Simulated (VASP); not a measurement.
Here is a VASP 6.6.1 calculation.

The input POSCAR:

```
TiAl3
1.0
    2.7847609984      0.0000000000      0.0000000000
    0.0000000000      4.6745084951      0.0000000000
    0.0000000000      0.0000000000      4.9022640798
Ti Al
1 3
Direct
    0.0000000000      0.5000000000      0.1637640555
    0.5000000000      0.5000000000      0.6639014176
    0.5000000000      0.0000000000      0.3336653552
    0.0000000000      0.0000000000      0.8386681717
```

The input INCAR.step1:

```
PREC     = Accurate       # precision mode
ENCUT    = 520            # plane-wave cutoff, eV
ISMEAR   = 0              # smearing method
SIGMA    = 0.1            # smearing width, eV
LREAL    = F              # projectors in reciprocal space
LASPH    = T              # aspherical terms in the spheres
NELM     = 80             # most SCF steps
NBANDS   = 18             # bands
GGA      = PE             # functional
ALGO     = Normal         # electronic algorithm
EDIFF    = 1E-4           # SCF threshold, eV
LWAVE    = T              # write WAVECAR
LCHARG   = F              # write CHGCAR
```

The input INCAR.step2:

```
PREC     = Accurate       # precision mode
ENCUT    = 520            # plane-wave cutoff, eV
EDIFF    = 1E-6           # SCF threshold, eV
ISMEAR   = 0              # smearing method
SIGMA    = 0.1            # smearing width, eV
LREAL    = F              # projectors in reciprocal space
LASPH    = T              # aspherical terms in the spheres
NELM     = 80             # most SCF steps
ALGO     = Normal         # electronic algorithm
ISIF     = 2              # what is computed and relaxed
LWAVE    = F              # write WAVECAR
LCHARG   = T              # write CHGCAR
METAGGA  = R2SCAN         # meta-GGA
LMIXTAU  = T            
LELF     = T              # ELF
LVHAR    = T            
NBANDS   = 18             # bands
ISTART   = 1
```

File KPOINTS:

```
regular mesh
0
Gamma
  14 10 10
```

Potentials or basis: VASP PAW PBE potentials, release 64 (Ti_sv, Al).

Launch:

```sh
$ cat potpaw_PBE.64/Ti_sv/POTCAR potpaw_PBE.64/Al/POTCAR > POTCAR
$ cp INCAR.step1 INCAR
$ mpirun -np 1 vasp_std > vasp.out
$ cp INCAR.step2 INCAR
$ mpirun -np 1 vasp_std > vasp.out
```

**Question.** Estimate the pressure.

**Answer.** -0.1 GPa.

**Question.** What does it give for the largest force?

**Answer.** 0.014 eV/Å.

Forces in eV/Å, atoms in the order of the input:
```
Ti   0.000  0.000  0.000
Al   0.000  0.000  0.004
Al   0.000  0.000  0.009
Al   0.000  0.000 -0.014
```

Caveat: the PAW data sets were made with another functional, which shifts forces and pressure a little.
